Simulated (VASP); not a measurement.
A run of VASP 6.6.1:

File INCAR:

```
  PREC = Accurate
  ENCUT = 520
  EDIFF = 1E-6
  ISMEAR = 0
  SIGMA = 0.05
  LREAL = F
  LASPH = T
  NELM = 80
  ALGO = Normal
  ISIF = 2
  LWAVE = F
  LCHARG = F
  GGA = PE
  NBANDS = 16
```

KPOINTS

```
Automatic mesh
0
Gamma
  8 8 8
```

POSCAR

```
GaP
1.0
    0.0000000000      2.7252500000      2.7252500000
    2.9637093750      0.0000000000      2.7252500000
    2.9637093750      2.7252500000      0.0000000000
Ga P
1 1
Direct
    0.0000000000      0.0000000000      0.0000000000
    0.7500000000      0.7500000000      0.7500000000
```

Potentials or basis: VASP PAW PBE potentials, release 64 (Ga_d, P).

Launch:

```bash
$ cat potpaw_PBE.64/Ga_d/POTCAR potpaw_PBE.64/P/POTCAR > POTCAR
$ mpirun -np 1 vasp_std > vasp.out
```

Hardware: 1 thread of AMD EPYC 7R13 (shared host).

**Question.** How long does it take, and how much memory?

**Answer.** It took 60 s on 1 thread of AMD EPYC 7R13, on a shared host, peak memory 0.16 GiB. Counts: scf iterations 12, k points 59.
